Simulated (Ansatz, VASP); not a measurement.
# One calculation of CdSe, two programs

INCAR

```
SYSTEM = CdSe
  PREC = Accurate
  ENCUT = 520
  EDIFF = 1E-7
  ISMEAR = 0
  SIGMA = 0.05
  LREAL = .FALSE.
  LASPH = .TRUE.
  NELM = 100
  ALGO = Normal
  ISIF = 2
  LWAVE = .FALSE.
  LCHARG = .FALSE.
  GGA = PE
  NBANDS = 26
```

Contents of KPOINTS:

```
Automatic mesh
0
G
  6 6 4
  0 0 0
```

Contents of POSCAR:

```
CdSe
1.0
    4.2570000000      0.0000000000      0.0000000000
   -2.1285000000      3.6866699100      0.0000000000
    0.0000000000      0.0000000000      7.1625344353
Cd Se
2 2
Direct
    0.3333333333      0.6666666667      0.0000000000
    0.6666666667      0.3333333333      0.5000000000
    0.3333333333      0.6666666667      0.3850000000
    0.6666666667      0.3333333333      0.8850000000
```

Input for Ansatz:

```yaml
crystal:
  lattice:
    - [4.257, 0.0, 0.0]
    - [-2.1285, 3.68666991, 0.0]
    - [0.0, 0.0, 7.1625344352617075]
  atoms:
    - { symbol: Cd, position: [0.3333333333333333, 0.6666666666666666, 0.0] }
    - { symbol: Cd, position: [0.6666666666666666, 0.3333333333333333, 0.5] }
    - { symbol: Se, position: [0.3333333333333333, 0.6666666666666666, 0.385] }
    - { symbol: Se, position: [0.6666666666666666, 0.3333333333333333, 0.885] }
basis:
  ecutwfc: 520.0
kpoints:
  mp_grid:
    grid: [6, 6, 4]
hamiltonian:
  xc: pbe
  pseudopotentials:
    kind: paw
scf:
  occupations:
    method: gaussian
    width: 0.05
output:
  stress: true
```

Alike in both runs: task single point; functional PBE; k mesh 6 × 6 × 4; occupations gaussian, width 0.05 eV; no spin polarisation.

```csv
,VASP,Ansatz
version,VASP 6.6.1,Ansatz 0.2.0
potentials or method,"VASP PAW PBE potentials, release 64 (Cd, Se), cutoff 520 eV","plane waves, PAW"
valence electrons in the cell,36,72
```

Ansatz gave:

| Quantity | Value |
| --- | --- |
| pressure (GPa) | 3.3 |
| traceless stress, the component that is largest in VASP (GPa) | -3.00 |

Question: What did VASP give for the same quantities?

Answer: Pressure (GPa): 3.6; traceless stress, the component that is largest in VASP (GPa): -3.09.

VASP's potentials hold 36 valence electrons a cell and Ansatz's 72, so a difference there can come from the potentials and not from the codes. Ansatz's warnings: structure snapped to symmetry.
